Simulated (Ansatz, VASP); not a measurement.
One calculation of Sc, two programs

```
CELL_PARAMETERS angstrom
0.00000 2.30773 2.30773
2.30773 0.00000 2.30773
2.30773 2.30773 0.00000
ATOMIC_POSITIONS crystal
Sc 0.00000 0.00000 0.00000
```

Change from the starting cell: volume scaled by 1.05.

Alike in both runs: task single point; functional PBE; k mesh 12 × 12 × 12; occupations fermi-dirac, width 0.03 eV; no spin polarisation.

|  | VASP | Ansatz |
| --- | --- | --- |
| version | VASP 6.6.1 | Ansatz 0.2.0 |
| potentials or method | VASP PAW PBE potentials, release 64 (Sc_sv), cutoff 520 eV | all-electron LAPW, scalar-relativistic |

|  | VASP | Ansatz | Ansatz less VASP |
| --- | --- | --- | --- |
| pressure (GPa) | 0.2 | 0.2 | -0.02 |

Ansatz ran all-electron here, and VASP with PAW potentials.
